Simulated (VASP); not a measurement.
A run of VASP 6.6.1 is set up as follows.

File INCAR:

```
SYSTEM = TiSi5
PREC = Accurate ; ENCUT = 520
EDIFF = 1E-6 ; ISMEAR = 0
SIGMA = 0.1 ; LREAL = .False.
LASPH = .True. ; NELM = 80
ALGO = Normal ; ISIF = 2
LWAVE = .False. ; LCHARG = .False.
GGA = PS ; NBANDS = 25
```

Contents of KPOINTS:

```
regular mesh
0
Gamma
  12 12 8
  0 0 0
```

POSCAR

```
TiSi5
1.0
    2.2161678201     -3.8385152626      0.0000000000
   -4.4323356403      0.0000000000      0.0000000000
    0.0000000000      0.0000000000     -5.1265503596
Si Ti
5 1
Direct
    0.0000000000      1.0000000000      0.5000253334
    0.0000000000      1.0000000000     -0.0000253334
    0.3333333333      0.6666666667      0.2500000000
    0.3333333333      0.6666666667      0.7500000000
    0.6666666667      0.3333333333      0.7500000000
    0.6666666667      0.3333333333      0.2500000000
```

Potentials or basis: VASP PAW PBE potentials, release 64 (Si, Ti_sv).

The run is started by

```sh
$ cat potpaw_PBE.64/Si/POTCAR potpaw_PBE.64/Ti_sv/POTCAR > POTCAR
$ mpirun -np 1 vasp_std > vasp.out
```

(1) What does it give for the pressure?

(2) Estimate the band gap on the k mesh.

Results:

(1) 0.1 GPa.

(2) zero (band 16 reaches 10.50 eV, above the bottom of band 17 at 8.89 eV).

Caveat: the PAW data sets were made with another functional, which shifts forces and pressure a little.
